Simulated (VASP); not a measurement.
# Gd (P6_3/mmc) in VASP: relaxation of cell and atoms with PBE

Aim: the relaxation of cell and atoms of Gd with PBE.

All numbers are computed with VASP 6.6.1; they aren't measurements. Logs are shortened: lines on timing, memory, paths and dates and some standing lists are left out, and cuts for length are marked.

## (1) The cell of the first run

Symmetry: P6_3/mmc, No. 194, hexagonal system. The conventional cell has a = 3.730 Å, b = 3.730 Å, c = 5.933 Å, α = 90.00°, β = 90.00°, γ = 120.00°. Gd (site symmetry -6m2) has 12 Gd at 3.67 to 3.73 Å within 4.8 Å.

## (2) Relaxation of cell and atoms, PBE, collinear spin, ferromagnetic start

Input file INCAR:

```
PREC = Accurate
ENCUT = 600
EDIFF = 1E-7
ISMEAR = -1
SIGMA = 0.05
LREAL = F
LASPH = T
NELM = 200
ALGO = Normal
ISIF = 3
LWAVE = F
LCHARG = F
ISPIN = 2
MAGMOM = 7 7
LORBIT = 11
LMAXMIX = 6
GGA = PE
IBRION = 2
NSW = 100
EDIFFG = -0.005
GGA_COMPAT = F
NELMIN = 4
KPAR = 4
```

Input file KPOINTS:

```
regular mesh
0
Gamma
  12 12 8
```

Input file POSCAR:

```
Gd
1.0
    3.7304835253      0.0000000000      0.0000000000
   -1.8652417626      3.2306935013      0.0000000000
    0.0000000000      0.0000000000      5.9328641456
Gd
2
Direct
    0.3333333333      0.6666666667      0.2500000000
    0.6666666667      0.3333333333      0.7500000000
```

Potentials or basis: VASP PAW PBE potentials, release 64 (Gd).

Command:

```
$ cat potpaw_PBE.64/Gd/POTCAR > POTCAR
$ mpirun -np 4 vasp_std > vasp.out
```

OUTCAR:

```text
PREC = Accurate
   ENCUT = 600
   EDIFF = 1E-7
   ISMEAR = -1
   LREAL = F
   LASPH = T
   NELM = 200
   ISIF = 3
   ISPIN = 2
   LORBIT = 11
   GGA = PE
   IBRION = 2
   NSW = 100
   EDIFFG = -0.005
   NELMIN = 4

 ion  position               nearest neighbor table
   1  0.333  0.667  0.250-
   2  0.667  0.333  0.750-

  LATTYP: Found a hexagonal cell.
 ALAT       =     3.7304835253
 C/A-ratio  =     1.5903740374

  Lattice vectors:

 A1 = (   3.7304835253,   0.0000000000,   0.0000000000)
 A2 = (  -1.8652417626,   3.2306935013,   0.0000000000)
 A3 = (   0.0000000000,   0.0000000000,   5.9328641456)

Analysis of symmetry for initial positions (statically):
=====================================================================
 Subroutine PRICEL returns:
 Original cell was already a primitive cell.

 Routine SETGRP: Setting up the symmetry group for a
 hexagonal supercell.

 Subroutine GETGRP returns: Found 24 space group operations
 (whereof 12 operations were pure point group operations)
 out of a pool of 24 trial point group operations.

The static configuration has the point symmetry D_3d.
 The point group associated with its full space group is D_6h.

Analysis of symmetry for dynamics (positions and initial velocities):
=====================================================================
 Subroutine PRICEL returns:
 Original cell was already a primitive cell.

 Routine SETGRP: Setting up the symmetry group for a
 hexagonal supercell.

 Subroutine GETGRP returns: Found 24 space group operations
 (whereof 12 operations were pure point group operations)
 out of a pool of 24 trial point group operations.

The dynamic configuration has the point symmetry D_3d.
 The point group associated with its full space group is D_6h.

Analysis of structural, dynamic, and magnetic symmetry:
=====================================================================
 Subroutine PRICEL returns:
 Original cell was already a primitive cell.

 Routine SETGRP: Setting up the symmetry group for a
 hexagonal supercell.

 Subroutine GETGRP returns: Found 24 space group operations
 (whereof 12 operations were pure point group operations)
 out of a pool of 24 trial point group operations.

The overall configuration has the point symmetry D_3d.
 The point group associated with its full space group is D_6h.

 Subroutine INISYM returns: Found 24 space group operations
 (whereof 12 operations are pure point group operations),
 and found     1 'primitive' translations

----------------------------------------------------------------------------------------

                                     Primitive cell

  volume of cell :      71.5032

  direct lattice vectors                    reciprocal lattice vectors
     3.730483525  0.000000000  0.000000000     0.268061766  0.154765532  0.000000000
    -1.865241763  3.230693501  0.000000000     0.000000000  0.309531065  0.000000000
     0.000000000  0.000000000  5.932864146     0.000000000  0.000000000  0.168552654

  length of vectors
     3.730483525  3.730483525  5.932864146     0.309531065  0.309531065  0.168552654

  position of ions in fractional coordinates (direct lattice)
     0.333333333  0.666666667  0.250000000
     0.666666667  0.333333333  0.750000000

  ion indices of the primitive-cell ions
   primitive index   ion index
                 1           1
                 2           2

----------------------------------------------------------------------------------------

 KPOINTS: regular mesh

Automatic generation of k-mesh.
 Grid dimensions read from file:
 generate k-points for:   12   12    8

 Generating k-lattice:

  Cartesian coordinates                     Fractional coordinates (reciprocal lattice)
     0.022338480  0.012897128  0.000000000     0.083333333  0.000000000  0.000000000
     0.000000000  0.025794255  0.000000000     0.000000000  0.083333333  0.000000000
     0.000000000  0.000000000  0.021069082     0.000000000  0.000000000  0.125000000

  Length of vectors
     0.025794255  0.025794255  0.021069082

  Shift w.r.t. Gamma in fractional coordinates (k-lattice)
     0.000000000  0.000000000  0.000000000

 Subroutine IBZKPT returns following result:
 ===========================================

 Found     95 irreducible k-points:

 Following reciprocal coordinates:
            Coordinates               Weight
  0.000000  0.000000  0.000000      1.000000
  0.083333  0.000000  0.000000      6.000000
  0.166667  0.000000  0.000000      6.000000
  0.250000  0.000000  0.000000      6.000000
  0.333333  0.000000  0.000000      6.000000
  0.416667  0.000000  0.000000      6.000000
[... 16 lines left out ...]
  0.250000  0.000000  0.125000     12.000000
  0.333333  0.000000  0.125000     12.000000
 [... further k-points ...]
   k-points           NKPTS =     95   k-points in BZ     NKDIM =     95   number of bands    NBANDS=     29
   number of dos      NEDOS =    301   number of ions     NIONS =      2
   total plane-waves  NPLWV =  43200
   dimension x,y,z NGX =    30 NGY =   30 NGZ =   48
   dimension x,y,z NGXF=    60 NGYF=   60 NGZF=   96
   ions per type =               2
   NGX,Y,Z   is equivalent  to a cutoff of  13.37, 13.37, 13.45 a.u.
   NGXF,Y,Z  is equivalent  to a cutoff of  26.74, 26.74, 26.90 a.u.
 SYSTEM =  unknown system
   PREC   = accura    normal or accurate (medium, high low for compatibility)
   ISTART =      0    job   : 0-new  1-cont  2-samecut
   ICHARG =      2    charge: 1-file 2-atom 10-const
   ISPIN  =      2    spin polarized calculation?
   LNONCOLLINEAR =      F non collinear calculations
   LSORBIT =      F    spin-orbit coupling
   LASPH  =      T    aspherical Exc in radial PAW
   ENCUT  =  600.0 eV  44.10 Ry    6.64 a.u.   7.45  7.45 11.85*2*pi/ulx,y,z
   NELM   =    200;   NELMIN=  4; NELMDL= -5     # of ELM steps
   EDIFF  = 0.1E-06   stopping-criterion for ELM
   LREAL  =      F    real-space projection
   EDIFFG = -.5E-02   stopping-criterion for IOM
   NSW    =    100    number of steps for IOM
   IBRION =      2    ionic relax: 0-MD 1-quasi-New 2-CG
   NFREE  =      1    steps in history (QN), initial steepest desc. (CG)
   ISIF   =      3    stress and relaxation
   ISYM   =      2    0-nonsym 1-usesym 2-fastsym
   POTIM  = 0.5000    time-step for ionic-motion
   TEBEG  =    0.0;   TEEND  =   0.0 temperature during run
   PSTRESS=    0.0 pullay stress
   NELECT =      36.0000    total number of electrons
   NUPDOWN=      -1.0000    fix difference up-down
   EMIN   =  10.00;   EMAX   =-10.00  energy-range for DOS
   EFERMI =   0.00;   METHOD = LEGACY
   ISMEAR =    -1;   SIGMA  =   0.05  broadening in eV -4-tet -1-fermi 0-gaus
   EFERMI_NEDOS =   21; number of points for ismear=-14 and -15
   IALGO  =     38    algorithm
   IMIX   =      4    mixing-type and parameters
     AMIX     =   0.40;   BMIX     =  1.00
     AMIX_MAG =   1.60;   BMIX_MAG =  1.00
  volume/ion in A,a.u.               =      35.75       241.26
  Fermi-wavevector in a.u.,A,eV,Ry     =   1.302369  2.461120 23.077710  1.696164
  Thomas-Fermi vector in A             =   2.433441
   LORBIT       =     11    0 simple, 1 ext, 2 COOP (PROOUT), +10 PAW based schemes
   GGA     = PE    functional components
   LHFCALC =     F    Hartree Fock is set to
   AEXX    =    0.0000 exact exchange contribution
   IVDW    =     0    specifies the selected vdW correction
   LEPSILON=     F    determine dielectric tensor
   LRPA    =     F    only Hartree local field effects (RPA)
 conjugate gradient relaxation of ions
 spin polarized calculation
  energy-cutoff  :      600.00
  volume of cell :       71.50
 maximum number of plane-waves:      2418
 NGX is ok and might be reduce to    30
   NGX = 15   NGY = 15   NGZ = 23

--------------------------------------- Ionic step        1  -------------------------------------------

 number of electron      36.0000011 magnetization      15.3630479

 Free energy of the ion-electron system (eV)
  ---------------------------------------------------
  ext. energy  EPLUGINS =         0.00000000
  ---------------------------------------------------
  free energy    TOTEN  =       -23.40589232 eV

  energy without entropy =      -23.37522119  energy(sigma->0) =      -23.39055675

------------------------ aborting loop because EDIFF is reached ----------------------------------------

  FORCE on cell =-STRESS in cart. coord.  units (eV):
  Direction    XX          YY          ZZ          XY          YZ          ZX
  --------------------------------------------------------------------------------------
  -------------------------------------------------------------------------------------
  Total       -0.9084359     -0.9084359     -0.7541787     -0.0000000      0.0000000      0.0000000
  in kB      -20.3553973    -20.3553973    -16.8989427     -0.0000000      0.0000000      0.0000000
  external PRESSURE =     -19.2032458 kB  Pullay stress =       0.0000000 kB
[... 89 lines left out ...]
  FREE ENERGIE OF THE ION-ELECTRON SYSTEM (eV)
  ---------------------------------------------------
  free  energy   TOTEN  =       -23.4333879338 eV

  energy  without entropy=      -23.4070361152  energy(sigma->0) =      -23.42021202

[... ionic steps 4 to 14 ...]

--------------------------------------- Ionic step       15  -------------------------------------------

 number of electron      35.9999994 magnetization      15.3346934

------------------------ aborting loop because EDIFF is reached ----------------------------------------
[... 67 lines left out ...]
--------------------------------------- Ionic step       17  -------------------------------------------

 number of electron      35.9999994 magnetization      15.3350478

 Free energy of the ion-electron system (eV)
  ---------------------------------------------------
  ext. energy  EPLUGINS =         0.00000000
  ---------------------------------------------------
  free energy    TOTEN  =       -23.43341659 eV

  energy without entropy =      -23.40706035  energy(sigma->0) =      -23.42023847

 E-fermi :   2.8973     XC(G=0):  -9.9041

 val. band max:        2.8916627795   @ k =   0.3333   0.1667   0.2500
 cond. band min:       2.9013580587   @ k =   0.3333   0.3333   0.3750
 fundamental gap:      0.0096952792
 Fermi energy:         2.8972880558

 spin component 1

 k-point     1 :       0.0000    0.0000    0.0000
  band No.  band energies     occupation
      1     -42.4449      1.00000
      2     -42.3817      1.00000
      3     -20.1629      1.00000
      4     -19.5799      1.00000
      5     -19.5799      1.00000
      6     -19.4814      1.00000
[... 757 lines left out ...]
     28       4.2924      0.00000
     29       4.3272      0.00000

 [... further k-points ...]

 spin component 2

 k-point     1 :       0.0000    0.0000    0.0000
  band No.  band energies     occupation
      1     -39.1961      1.00000
      2     -39.1165      1.00000
      3     -17.9097      1.00000
      4     -17.1954      1.00000
      5     -17.1954      1.00000
      6     -17.0795      1.00000
[... 788 lines left out ...]
  FREE ENERGIE OF THE ION-ELECTRON SYSTEM (eV)
  ---------------------------------------------------
  free  energy   TOTEN  =       -23.4334165886 eV

  energy  without entropy=      -23.4070603502  energy(sigma->0) =      -23.42023847

 reached required accuracy - stopping structural energy minimisation

 total charge

# of ion       s       p       d       f       tot
--------------------------------------------------
    1        2.073   5.568   0.565   6.980  15.186
    2        2.073   5.568   0.565   6.980  15.186
--------------------------------------------------
tot          4.146  11.136   1.131  13.959  30.372

 magnetization (x)

# of ion       s       p       d       f       tot
--------------------------------------------------
    1        0.004  -0.051   0.226   6.825   7.004
    2        0.004  -0.051   0.226   6.825   7.004
--------------------------------------------------
tot          0.008  -0.102   0.452  13.650  14.007
```

Wall time 27 min (4 MPI ranks of Intel Xeon 6975P-C (Granite Rapids), shared host); peak memory 0.55 GiB.

What came out:

| Item | Value |
| --- | --- |
| Free energy | -23.4334 eV |
| Relaxed volume | 33.59 Å³/atom |
| Relaxed cell | a = 3.647 Å, b = 3.647 Å, c = 5.834 Å, α = 90.00°, β = 90.00°, γ = 120.00° |
| Space group after relaxing (to 0.1 Å) | P6_3/mmc (No. 194) |
| Energy gained by relaxing | 13.8 meV/atom |
| Ionic steps | 17 |
| Pressure after relaxing | 0.0 GPa |
| Net moment | 15.34 μB per cell |
| Site moments | Gd +7.00 μB |
| Valence electrons inside the program's atomic spheres | Gd 15.19 |

Step by step:
```csv
step,energy change (eV),largest force (eV/Å),pressure (GPa),volume (Å³)
1,0.0000,0.0000,-1.92,71.50
2,-0.0275,0.0000,0.02,67.16
3,-0.0275,0.0000,0.11,67.18
4,-0.0274,0.0000,-0.31,67.38
5,-0.0275,0.0000,-0.05,67.27
6,-0.0275,0.0000,-0.05,67.27
7,-0.0275,0.0000,-0.05,67.27
8,-0.0275,0.0000,-0.01,67.15
9,-0.0275,0.0000,0.03,67.12
10,-0.0275,0.0000,0.13,67.14
11,-0.0275,0.0000,0.02,67.15
12,-0.0275,0.0000,-0.06,67.19
13,-0.0275,0.0000,0.02,67.16
14,-0.0275,0.0000,0.04,67.17
15,-0.0275,0.0000,0.04,67.18
16,-0.0275,0.0000,0.01,67.18
17,-0.0275,0.0000,0.00,67.18
```

Final structure:
```yaml
crystal:
  lattice:
    - [3.64665, 0.00000, 0.00000]
    - [-1.82332, 3.15809, 0.00000]
    - [0.00000, 0.00000, 5.83365]
  atoms:
    - { symbol: Gd, position: [0.33333, 0.66667, 0.25000] }
    - { symbol: Gd, position: [0.66667, 0.33333, 0.75000] }
```

Caveat: spin-orbit coupling is left out, which moves the levels of the heavy elements; semilocal functionals describe open f shells poorly, which spoils levels, moments and volumes. The state reached can hang on the start; a lower one may exist.
